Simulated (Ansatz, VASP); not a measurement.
**MgO in VASP and in Ansatz**

Contents of INCAR:

```
  PREC = Accurate
  ENCUT = 750
  EDIFF = 1E-7
  ISMEAR = 0
  SIGMA = 0.1
  LREAL = F
  LASPH = T
  NELM = 120
  ALGO = Normal
  ISIF = 3
  LWAVE = F
  LCHARG = F
  IBRION = 2
  NSW = 100
  EDIFFG = -0.05
  GGA_COMPAT = F
  NELMIN = 4
```

File KPOINTS:

```
regular mesh
0
Gamma
  8 8 8
```

Contents of POSCAR:

```
MgO
1.0
    0.0000000000      2.1245000000      2.1245000000
    2.1245000000      0.0000000000      2.1245000000
    2.1245000000      2.1245000000      0.0000000000
Mg O
1 1
Direct
    0.0000000000      0.0000000000      0.0000000000
    0.5000000000      0.5000000000      0.5000000000
```

Input for Ansatz:

```yaml
crystal:
  lattice:
    - [0.0, 2.1245, 2.1245]
    - [2.1245, 0.0, 2.1245]
    - [2.1245, 2.1245, 0.0]
  atoms:
    - { symbol: Mg, position: [0.0, 0.0, 0.0] }
    - { symbol: O, position: [0.5, 0.5, 0.5] }
basis:
  ecutwfc: 420
kpoints:
  mp_grid: { grid: [8, 8, 8] }
hamiltonian:
  xc: lda
  pseudopotentials: { kind: paw, azcp: { folder: soft_1 } }
scf:
  occupations: { method: gaussian, width: 0.1 }
output:
  forces: true
  stress: true
  eigenvalues: true
relax:
  adjacent_minimum: "off"
  f_tol: 0.05
  max_steps: 80
  cell: { stress_tol: 0.5 }
```

Alike in both runs: task relaxation of cell and atoms; functional LDA; k mesh 8 × 8 × 8; occupations gaussian, width 0.1 eV; no spin polarisation.

```csv
,VASP,Ansatz
version,VASP 6.6.1,Ansatz 0.2.0
potentials or method,"VASP PAW LDA potentials, release 64 (Mg_sv, O), cutoff 750 eV","scalar-relativistic, plane waves, PAW"
valence electrons in the cell,16,16
```

|  | VASP | Ansatz | Ansatz less VASP |
| --- | --- | --- | --- |
| gap on the k mesh at the Fermi level, each at its own relaxed structure (eV) | 5.03 | 5.01 | -0.021 |
| relaxed volume (Å³/atom) | 9.01 | 9.02 | +0.012 |
| relaxed cell length with the largest relative difference (Å) | 2.943 | 2.944 | +0.0013 |

Ansatz warns that its potentials were made for another functional, while VASP's fit it. LDA's correlation is that of Perdew and Zunger in VASP and of Perdew and Wang (1992) in Ansatz.
